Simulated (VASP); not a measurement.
# NaCl in VASP: a series of runs

Runs on NaCl. Level: PBE. Tasks: single point, relaxation of cell and atoms.

Program: VASP 6.6.1. These are calculated values, not measurements. Logs are shortened: lines on timing, memory, paths and dates and some standing lists are left out, and cuts for length are marked.

## (1) The cell of the first run

It takes space group Cmmm (No. 65, orthorhombic). Conventional cell: a = 3.473 Å, b = 5.149 Å, c = 4.959 Å, α = 90.00°, β = 90.00°, γ = 90.00°. Na (site symmetry mmm) has 8 Cl at 3.03 to 3.57 Å and 6 Na at 3.11 to 3.47 Å within 4.0 Å. Within 4.0 Å of Cl (site symmetry mmm) lie 8 Na at 3.03 to 3.57 Å and 6 Cl at 3.11 to 3.47 Å.

## (2) Single point, PBE

Contents of INCAR:

```
SYSTEM = NaCl
ALGO     = Normal         ! electronic algorithm
EDIFF    = 1E-6           ! SCF threshold, eV
ENCUT    = 520            ! plane-wave cutoff, eV
GGA      = PE             ! functional
ISIF     = 2              ! what is computed and relaxed
ISMEAR   = 0              ! smearing method
LASPH    = .TRUE.         ! aspherical terms in the spheres
LCHARG   = .FALSE.        ! write CHGCAR
LREAL    = .FALSE.        ! projectors in reciprocal space
LWAVE    = .FALSE.        ! write WAVECAR
NBANDS   = 14             ! bands
NELM     = 80             ! most SCF steps
PREC     = Accurate       ! precision mode
SIGMA    = 0.1            ! smearing width, eV
```

Contents of KPOINTS:

```
k-points
0
G
  6 6 4
  0 0 0
```

Contents of POSCAR:

```
NaCl
1.0
    1.7362578600     -2.5746435900      0.0000000000
    1.7362578600      2.5746435900      0.0000000000
    0.0000000000      0.0000000000      4.9587352000
Na Cl
1 1
Direct
    0.5000000000      0.5000000000      0.5000000000
    0.0000000000      0.0000000000      0.0000000000
```

Potentials or basis: VASP PAW PBE potentials, release 64 (Na_pv, Cl).

Run with:

```sh
$ cat potpaw_PBE.64/Na_pv/POTCAR potpaw_PBE.64/Cl/POTCAR > POTCAR
$ mpirun -np 1 vasp_std > vasp.out
```

OUTCAR:

```text
SYSTEM = NaCl
   EDIFF = 1E-6
   ENCUT = 520
   GGA = PE
   ISIF = 2
   ISMEAR = 0
   LASPH = .TRUE.
   LREAL = .FALSE.
   NELM = 80
   PREC = Accurate

 ion  position               nearest neighbor table
   1  0.500  0.500  0.500-
   2  0.000  0.000  0.000-

  LATTYP: Found a base centered orthorhombic cell.
 ALAT       =     3.4725157200
 B/A-ratio  =     1.4828693648
 C/A-ratio  =     1.4279950329

  Lattice vectors:

 A1 = (   1.7362578600,  -2.5746435900,   0.0000000000)
 A2 = (   1.7362578600,   2.5746435900,   0.0000000000)
 A3 = (   0.0000000000,   0.0000000000,   4.9587352000)

Analysis of symmetry for initial positions (statically):
=====================================================================
 Subroutine PRICEL returns:
 Original cell was already a primitive cell.

 Routine SETGRP: Setting up the symmetry group for a
 base centered orthorhombic supercell.

 Subroutine GETGRP returns: Found  8 space group operations
 (whereof  8 operations were pure point group operations)
 out of a pool of  8 trial point group operations.

The static configuration has the point symmetry D_2h.

Analysis of symmetry for dynamics (positions and initial velocities):
=====================================================================
 Subroutine PRICEL returns:
 Original cell was already a primitive cell.

 Routine SETGRP: Setting up the symmetry group for a
 base centered orthorhombic supercell.

 Subroutine GETGRP returns: Found  8 space group operations
 (whereof  8 operations were pure point group operations)
 out of a pool of  8 trial point group operations.

The dynamic configuration has the point symmetry D_2h.

 Subroutine INISYM returns: Found  8 space group operations
 (whereof  8 operations are pure point group operations),
 and found     1 'primitive' translations

----------------------------------------------------------------------------------------

                                     Primitive cell

  volume of cell :      44.3335

  direct lattice vectors                    reciprocal lattice vectors
     1.736257860 -2.574643590  0.000000000     0.287975658 -0.194201637  0.000000000
     1.736257860  2.574643590  0.000000000     0.287975658  0.194201637  0.000000000
     0.000000000  0.000000000  4.958735200     0.000000000  0.000000000  0.201664328

  length of vectors
     3.105379360  3.105379360  4.958735200     0.347338820  0.347338820  0.201664328

[... 76 lines left out ...]
   LSORBIT =      F    spin-orbit coupling
   LASPH  =      T    aspherical Exc in radial PAW
   ENCUT  =  520.0 eV  38.22 Ry    6.18 a.u.   5.77  5.77  9.22*2*pi/ulx,y,z
   NELM   =     80;   NELMIN=  2; NELMDL= -5     # of ELM steps
   EDIFF  = 0.1E-05   stopping-criterion for ELM
   LREAL  =      F    real-space projection
[... 7 lines left out ...]
   TEBEG  =    0.0;   TEEND  =   0.0 temperature during run
   PSTRESS=    0.0 pullay stress
   NELECT =      14.0000    total number of electrons
   NUPDOWN=      -1.0000    fix difference up-down
   EMIN   =  10.00;   EMAX   =-10.00  energy-range for DOS
   EFERMI =   0.00;   METHOD = LEGACY
   ISMEAR =     0;   SIGMA  =   0.10  broadening in eV -4-tet -1-fermi 0-gaus
   EFERMI_NEDOS =   21; number of points for ismear=-14 and -15
   IALGO  =     38    algorithm
   IMIX   =      4    mixing-type and parameters
     AMIX     =   0.40;   BMIX     =  1.00
     AMIX_MAG =   1.60;   BMIX_MAG =  1.00
  volume/ion in A,a.u.               =      22.17       149.59
  Fermi-wavevector in a.u.,A,eV,Ry     =   1.114825  2.106714 16.909798  1.242835
  Thomas-Fermi vector in A             =   2.251424
   LORBIT       =      0    0 simple, 1 ext, 2 COOP (PROOUT), +10 PAW based schemes
   GGA     = PE    functional components
   LHFCALC =     F    Hartree Fock is set to
   AEXX    =    0.0000 exact exchange contribution
   IVDW    =     0    specifies the selected vdW correction
   LEPSILON=     F    determine dielectric tensor
   LRPA    =     F    only Hartree local field effects (RPA)
 non-spin polarized calculation
 Gauss-broadening in eV      SIGMA  =   0.10
  energy-cutoff  :      520.00
  volume of cell :       44.33
 maximum number of plane-waves:      1218
   NGX = 11   NGY = 11   NGZ = 19

 number of electron      14.0000004 magnetization

 Free energy of the ion-electron system (eV)
  ---------------------------------------------------
  ext. energy  EPLUGINS =         0.00000000
  ---------------------------------------------------
  free energy    TOTEN  =        -4.92906413 eV

  energy without entropy =       -4.92609926  energy(sigma->0) =       -4.92758170

 E-fermi :   2.4470     XC(G=0):  -8.3531

 val. band max:        2.1777422673   @ k =   0.1667   0.0000   0.5000
 cond. band min:       2.4618056642   @ k =   0.1667   0.0000   0.0000
 fundamental gap:      0.2840633969
 Fermi energy:         2.4470431329

 k-point     1 :       0.0000    0.0000    0.0000
  band No.  band energies     occupation
      1     -22.8990      2.00000
      2     -22.8761      2.00000
      3     -22.7709      2.00000
      4     -12.5189      2.00000
      5      -1.4958      2.00000
      6       1.7295      2.00000
      7       1.8884      2.00000
      8       2.4720      0.72379
      9      10.6752      0.00000
     10      11.4989      0.00000
     11      13.2898      0.00000
     12      16.3212      0.00000
     13      16.4216      0.00000
     14      17.6986      0.00000
[... 377 lines left out ...]
      1     -23.0199      2.00000
      2     -22.9267      2.00000
      3     -22.7494      2.00000
      4     -11.3299      2.00000
      5      -1.3621      2.00000
      6      -0.3320      2.00000
      7       0.1779      2.00000
      8       5.8902      0.00000
      9       8.3954      0.00000
     10       9.8415      0.00000
     11      10.9333      0.00000
     12      11.3083      0.00000
     13      14.9671      0.00000
     14      15.1592      0.00000

 [... further k-points ...]
[... 5 lines left out ...]
  --------------------------------------------------------------------------------------
  -------------------------------------------------------------------------------------
  Total        3.2484738      4.4749392     -5.7284004      0.0000000      0.0000000      0.0000000
  in kB      117.3971892    161.7206453   -207.0197091      0.0000000      0.0000000      0.0000000
  external PRESSURE =      24.0327085 kB  Pullay stress =       0.0000000 kB

 VOLUME and BASIS-vectors are now :
 -----------------------------------------------------------------------------
  energy-cutoff  :      520.00
  volume of cell :       44.33
      direct lattice vectors                 reciprocal lattice vectors
     1.736257860 -2.574643590  0.000000000     0.287975658 -0.194201637  0.000000000
     1.736257860  2.574643590  0.000000000     0.287975658  0.194201637  0.000000000
     0.000000000  0.000000000  4.958735200     0.000000000  0.000000000  0.201664328

 POSITION                                       TOTAL-FORCE (eV/Angst)
 -----------------------------------------------------------------------------------
      1.73626      0.00000      2.47937         0.000000      0.000000      0.000000
      0.00000      0.00000      0.00000         0.000000     -0.000000      0.000000
 -----------------------------------------------------------------------------------
    total drift:                                0.000000      0.000000     -0.000000

  FREE ENERGIE OF THE ION-ELECTRON SYSTEM (eV)
  ---------------------------------------------------
  free  energy   TOTEN  =        -4.9290641325 eV

  energy  without entropy=       -4.9260992602  energy(sigma->0) =       -4.92758170
```

stdout:

```text
POSCAR found type information on POSCAR NaCl
 POSCAR found :  2 types and       2 ions
 scaLAPACK will be used
 LDA part: xc-table for (Slater+PW92), standard interpolation
 POSCAR, INCAR and KPOINTS ok, starting setup
 FFT: planning ... GRIDC
 FFT: planning ... GRID_SOFT
 FFT: planning ... GRID
 WAVECAR not read
 entering main loop
```

Run time: 16 s. Hardware: 1 thread of Intel Xeon 6975P-C, shared host; peak memory 0.16 GiB.

What came out:

```yaml
Free_energy: -4.9291 eV
Pressure: 2.4 GPa
Band_gap_on_the_k_mesh: zero (band 7 reaches 2.48 eV, above the bottom of band 8 at 2.46 eV)
```

Caveat: the k points lie up to 0.36 Å⁻¹ apart.

## (3) Single point, PBE

This run uses another cell than the first one, of 27.18 Å³/atom, 1.226 times its volume.

Contents of INCAR:

```
ALGO = Normal
EDIFF = 1E-7
ENCUT = 520
GGA = PE
ISIF = 2
ISMEAR = 0
LASPH = T
LCHARG = F
LREAL = F
LWAVE = F
NBANDS = 14
NELM = 100
PREC = Accurate
SIGMA = 0.02
```

Contents of KPOINTS:

```
k-points
0
Gamma
  6 6 6
```

Contents of POSCAR:

```
NaCl
1.0
    1.9934421799     -3.6391967471      0.0000000000
    1.9934421799      3.6391967471      0.0000000000
    0.0000000000      0.0000000000      3.7461906865
Na Cl
1 1
Direct
    0.5000000000      0.5000000000      0.5000000000
    0.0000000000      0.0000000000      0.0000000000
```

Potentials or basis: VASP PAW PBE potentials, release 64 (Na_pv, Cl).

Run with:

```sh
$ cat potpaw_PBE.64/Na_pv/POTCAR potpaw_PBE.64/Cl/POTCAR > POTCAR
$ mpirun -np 1 vasp_std > vasp.out
```

OUTCAR:

```text
EDIFF = 1E-7
   ENCUT = 520
   GGA = PE
   ISIF = 2
   ISMEAR = 0
   LASPH = T
   LREAL = F
   NELM = 100
   PREC = Accurate

 ion  position               nearest neighbor table
   1  0.500  0.500  0.500-
   2  0.000  0.000  0.000-

  LATTYP: Found a base centered orthorhombic cell.
 ALAT       =     3.9868843598
 B/A-ratio  =     1.8255843003
 C/A-ratio  =     0.9396286294

  Lattice vectors:

 A1 = (   1.9934421799,  -3.6391967471,   0.0000000000)
[... 584 lines left out ...]
      8       5.7833      0.00000
      9       6.7887      0.00000
     10       8.6173      0.00000
     11       9.7021      0.00000
     12      10.4809      0.00000
     13      12.8271      0.00000
     14      14.4403      0.00000

 [... further k-points ...]
[... 5 lines left out ...]
  --------------------------------------------------------------------------------------
  -------------------------------------------------------------------------------------
  Total       -0.0036868     -0.0139277     -0.0052628      0.0000000      0.0000000      0.0000000
  in kB       -0.1086755     -0.4105443     -0.1551302      0.0000000      0.0000000      0.0000000
  external PRESSURE =      -0.2247833 kB  Pullay stress =       0.0000000 kB

 VOLUME and BASIS-vectors are now :
 -----------------------------------------------------------------------------
  energy-cutoff  :      520.00
  volume of cell :       54.35
      direct lattice vectors                 reciprocal lattice vectors
     1.993442180 -3.639196747  0.000000000     0.250822424 -0.137392956  0.000000000
     1.993442180  3.639196747  0.000000000     0.250822424  0.137392956  0.000000000
     0.000000000  0.000000000  3.746190686     0.000000000  0.000000000  0.266937827

 POSITION                                       TOTAL-FORCE (eV/Angst)
 -----------------------------------------------------------------------------------
      1.99344      0.00000      1.87310         0.000000      0.000000      0.000000
      0.00000      0.00000      0.00000        -0.000000     -0.000000      0.000000
 -----------------------------------------------------------------------------------
    total drift:                                0.000000     -0.000000     -0.000000

  FREE ENERGIE OF THE ION-ELECTRON SYSTEM (eV)
  ---------------------------------------------------
  free  energy   TOTEN  =        -6.5122691493 eV

  energy  without entropy=       -6.5122691493  energy(sigma->0) =       -6.51226915
```

Run time: 28 s. Hardware: 1 thread of Intel Xeon 6975P-C, shared host; peak memory 0.18 GiB.

Results:

```yaml
Free_energy: -6.5123 eV
Pressure: 0.0 GPa
Band_gap_on_the_k_mesh: 4.15 eV, indirect (least direct gap 4.32 eV)
```

A k mesh can miss the band edges. A hybrid or GW would open this gap; PBE tends to underestimate it.

(Continued in part 2 of 2.)
